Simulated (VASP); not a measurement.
Here is a VASP 6.6.1 calculation.

File INCAR:

```
SYSTEM = V
ALGO     = Normal         ! electronic algorithm
EDIFF    = 1E-6           ! SCF threshold, eV
ENCUT    = 520            ! plane-wave cutoff, eV
GGA      = PE             ! functional
ISIF     = 2              ! what is computed and relaxed
ISMEAR   = -1             ! smearing method
ISPIN    = 2              ! spin polarisation
LASPH    = .True.         ! aspherical terms in the spheres
LCHARG   = .False.        ! write CHGCAR
LMAXMIX  = 4              ! l up to which the mixer works
LORBIT   = 11             ! projections on sites
LREAL    = .False.        ! projectors in reciprocal space
LWAVE    = .False.        ! write WAVECAR
MAGMOM   = 1.5            ! initial moments
NBANDS   = 16             ! bands
NELM     = 150            ! most SCF steps
PREC     = Accurate       ! precision mode
SIGMA    = 0.03           ! smearing width, eV
```

KPOINTS

```
k-points
0
Gamma
  19 19 19
  0 0 0
```

Contents of POSCAR:

```
V
1.0
   -1.4978700000      1.4978700000      1.5130000000
    1.4978700000     -1.4978700000      1.5130000000
    1.4978700000      1.4978700000     -1.5130000000
V
1
Direct
    0.0000000000      0.0000000000      0.0000000000
```

Potentials or basis: VASP PAW PBE potentials, release 64 (V_sv).

The run is started by

```sh
$ cat potpaw_PBE.64/V_sv/POTCAR > POTCAR
$ mpirun -np 1 vasp_std > vasp.out
```

Task: Estimate the net moment.

Result: 0.00 μB per cell.

Task: Predict the pressure.

Result: -1.5 GPa.

Stress tensor (GPa, compression positive):
```
-1.10  0.00  0.00
 0.00 -1.10  0.00
 0.00  0.00 -2.32
```

Caveat: the cell differs from its parent crystal (equal xx and yy strain of -1 %).
